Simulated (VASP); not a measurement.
A run of VASP 6.6.1:

File INCAR:

```
SYSTEM = CsBr
ALGO     = Normal         ! electronic algorithm
EDIFF    = 1E-6           ! SCF threshold, eV
ENCUT    = 500            ! plane-wave cutoff, eV
GGA      = CA             ! functional
GGA_COMPAT= .False.      
ISIF     = 2              ! what is computed and relaxed
ISMEAR   = 0              ! smearing method
LASPH    = .True.         ! aspherical terms in the spheres
LCHARG   = .True.         ! write CHGCAR
LELF     = .True.         ! ELF
LREAL    = .False.        ! projectors in reciprocal space
LVHAR    = .True.       
LWAVE    = .False.        ! write WAVECAR
NBANDS   = 15             ! bands
NELM     = 120            ! most SCF steps
PREC     = Accurate       ! precision mode
SIGMA    = 0.01           ! smearing width, eV
```

File KPOINTS:

```
k-points
0
Gamma
  4 4 4
  0 0 0
```

POSCAR

```
CsBr
1.0
    4.3193781939      0.0000000000      0.0000000000
    0.0000000000      4.3193781939      0.0000000000
    0.0000000000      0.0000000000      4.3193781939
Cs Br
1 1
Direct
    0.0000000000      0.0000000000      0.0000000000
    0.5000000000      0.5000000000      0.5000000000
```

Potentials or basis: VASP PAW LDA potentials, release 64 (Cs_sv, Br).

Run with:

```sh
$ cat potpaw_LDA.64/Cs_sv/POTCAR potpaw_LDA.64/Br/POTCAR > POTCAR
$ mpirun -np 1 vasp_std > vasp.out
```

Hardware: 1 thread of Intel(R) Xeon(R) 6975P-C (Granite Rapids) (shared host).

Problem. Estimate the wall time of this run.

Solution. It took 3.5 s on 1 thread of Intel(R) Xeon(R) 6975P-C (Granite Rapids), on a shared host, peak memory 0.15 GiB. Counts: scf iterations 12, k points 10.
